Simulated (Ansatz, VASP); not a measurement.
## TaN in VASP and in Ansatz

File INCAR:

```
PREC = Accurate
ENCUT = 520
EDIFF = 1E-7
ISMEAR = -1
SIGMA = 0.05
LREAL = F
LASPH = T
NELM = 60
ALGO = Normal
ISIF = 2
LWAVE = F
LCHARG = F
GGA = PE
NBANDS = 15
```

The input KPOINTS:

```
regular mesh
0
Gamma
  15 15 13
```

POSCAR

```
TaN
1.0
    2.5161187071      0.0000000000      0.0000000000
   -1.2580593536      2.1790227193      0.0000000000
    0.0000000000      0.0000000000      2.5495513361
Ta N
1 1
Direct
    0.0000000000      0.0000000000      0.0000000000
    0.3333333333      0.6666666667      0.5000000000
```

Input for Ansatz:

```yaml
crystal:
  lattice:
    - [2.5161187071, 0.0, 0.0]
    - [-1.2580593536, 2.1790227193, 0.0]
    - [0.0, 0.0, 2.5495513361]
  atoms:
    - { symbol: Ta, position: [0.0, 0.0, 0.0] }
    - { symbol: "N", position: [0.3333333333, 0.6666666667, 0.5] }
kpoints:
  mp_grid: { grid: [15, 15, 13] }
scf:
  occupations: { method: fermi_dirac, width: 0.05 }
hamiltonian:
  xc: pbe
  pseudopotentials: { kind: all_electron, lapw: { basis_error: 0.001 } }
output:
  forces: true
  stress: true
  eigenvalues: true
  populations: true
```

Change from the starting cell: volume scaled by 0.64, LAPW.

Alike in both runs: task single point; functional PBE; k mesh 15 × 15 × 13; occupations fermi-dirac, width 0.05 eV; no spin polarisation.

|  | VASP | Ansatz |
| --- | --- | --- |
| version | VASP 6.6.1 | Ansatz 0.2.0 |
| potentials or method | VASP PAW PBE potentials, release 64 (Ta_pv, N), cutoff 520 eV | all-electron LAPW, scalar-relativistic |

Ansatz gave:

```
pressure (GPa)                                                : 374.7
traceless stress, the component that is largest in VASP (GPa) : -0.45
```

Question: Estimate VASP's values.

Answer: Pressure (GPa): 389.2; traceless stress, the component that is largest in VASP (GPa): 0.78.

Both programs put the cell under a high pressure, so it lies far from rest at this level. Ansatz ran all-electron here, and VASP with PAW potentials.

Neither program's run includes spin-orbit coupling. Noted on VASP's run: the cell as given lies far from equilibrium.
